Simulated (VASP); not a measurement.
A run of VASP 6.6.1 is set up as follows.

Contents of POSCAR:

```
AlNi
1.0
    1.9386940000     -1.9531901500      0.0000000000
    1.9386940000      1.9531901500      0.0000000000
    0.0000000000      0.0000000000      3.0994300413
Al Ni
1 1
Direct
    0.0000000000      0.0000000000      0.0000000000
    0.5193429185      0.5193429185      0.5000000000
```

The input INCAR.step1:

```
PREC = Accurate
ENCUT = 520
ISMEAR = 0
SIGMA = 0.15
LREAL = False
LASPH = True
NELM = 60
NBANDS = 14
GGA = PE
ALGO = Normal
EDIFF = 1E-4
LWAVE = True
LCHARG = False
```

Contents of INCAR.step2:

```
PREC = Accurate
ENCUT = 520
EDIFF = 1E-6
ISMEAR = 0
SIGMA = 0.15
LREAL = False
LASPH = True
NELM = 60
ALGO = Normal
ISIF = 2
LWAVE = False
LCHARG = True
METAGGA = R2SCAN
LMIXTAU = True
LELF = True
LVHAR = True
NBANDS = 14
ISTART = 1
```

Contents of KPOINTS:

```
Automatic mesh
0
Gamma
  18 18 16
```

Potentials or basis: VASP PAW PBE potentials, release 64 (Al, Ni).

The run is started by

```sh
$ cat potpaw_PBE.64/Al/POTCAR potpaw_PBE.64/Ni/POTCAR > POTCAR
$ cp INCAR.step1 INCAR
$ mpirun -np 1 vasp_std > vasp.out
$ cp INCAR.step2 INCAR
$ mpirun -np 1 vasp_std > vasp.out
```

(1) Estimate the pressure.

(2) Predict the largest force.

## Answers

(1) 0.8 GPa.

(2) 0.471 eV/Å.

Caveat: the cell differs from its parent crystal (all Ni atoms moved +0.075 Å, as atom 2 along Cartesian [1 0 0]); the PAW data sets were made with another functional, which shifts forces and pressure a little.
